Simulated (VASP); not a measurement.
Write the native input for VASP 6.6.1 that does the following.

* Task: single point
* Functional: LDA
* Potentials or basis: VASP PAW LDA potentials, release 64 (Mg, Zn)
* Cutoff: 520 eV
* k mesh: 5 × 5 × 5
* Occupations: fermi-dirac, width 0.1 eV
* Spin: no spin polarisation
* Dipole correction: no
* Further INCAR settings: ALGO = Normal; EDIFF = 1e-06; NBANDS = 20

The structure of Mg5Zn lies in POSCAR:

```
Mg5Zn
1.0
    2.7391145462      1.5814285254      5.1593220598
   -2.7391145462      1.5814285254      5.1593220598
    0.0000000000     -3.1628570508      5.1593220598
Mg Zn
5 1
Direct
    0.3397926900      0.0000000000      0.6602073100
    0.8332979600      0.8332979600      0.8332979600
    0.0000000000      0.6602073100      0.3397926900
    0.6602073100      0.3397926900      0.0000000000
    0.1667020400      0.1667020400      0.1667020400
    0.5000000000      0.5000000000      0.5000000000
```

One way to write it, as run:

INCAR

```
SYSTEM = Mg5Zn
  PREC = Accurate
  ENCUT = 520
  EDIFF = 1E-6
  ISMEAR = -1
  SIGMA = 0.1
  LREAL = .False.
  LASPH = .True.
  NELM = 60
  ALGO = Normal
  ISIF = 2
  LWAVE = .False.
  LCHARG = .False.
  NBANDS = 20
```

KPOINTS

```
regular mesh
0
Gamma
  5 5 5
  0 0 0
```

Potentials or basis: VASP PAW LDA potentials, release 64 (Mg, Zn).

Launch:

```sh
$ cat potpaw_LDA.64/Mg/POTCAR potpaw_LDA.64/Zn/POTCAR > POTCAR
$ mpirun -np 1 vasp_std > vasp.out
```

It gave:

```yaml
Pressure: -4.5 GPa
Largest_force: 0.025 eV/Å
Band_gap_on_the_k_mesh: zero (band 11 reaches 2.97 eV, above the bottom of band 12 at 1.66 eV)
```

Run time: 93 s on 1 thread of AMD EPYC 7R43 64-Core Processor (Zen 3) (shared host), peak memory 0.23 GiB.
